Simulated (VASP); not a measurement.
Runs of VASP 6.6.1 on Ca2MgAs2. The structure is that of space group P4/mmm (No. 123), or close to it. The cells are those of the table. 

| task | cell | k mesh | cutoff (eV) | gap on the mesh (eV) | pressure (GPa) | largest force (eV/Å) |
| --- | --- | --- | --- | --- | --- | --- |
| single point | a = 3.602, b = 3.602, c = 10.540 Å, 5 atoms | 10 × 10 × 4 | 520 | none | 0.1 | 0.02 |
| single point | a = 3.584, b = 3.584, c = 10.592 Å, 5 atoms | 6 × 6 × 2 | 520 | none | (a) | 0.02 |
| single point | a = 3.390, b = 3.390, c = 11.081 Å, 5 atoms | 4 × 4 × 2 | 520 | none | 0.1 | 0.04 |
| relaxation of cell and atoms | relaxed from a = 4.143, b = 4.143, c = 7.631 Å, 5 atoms | 4 × 4 × 2 | 600 | none | 0.1 | 0.02 |

Alike in all rows: level PBE; potentials or basis VASP PAW PBE potentials, release 64 (Ca_sv, Mg, As); no spin polarisation; smearing gaussian 0.1 eV.

Problem. Estimate the missing entries.

Solution. (a) 0.0.

Caveats: some runs use coarse meshes.

A k mesh can miss the band edges, and the runs leave out spin-orbit coupling on As.

A gap of «none» marks levels without a gap at the run's occupations.
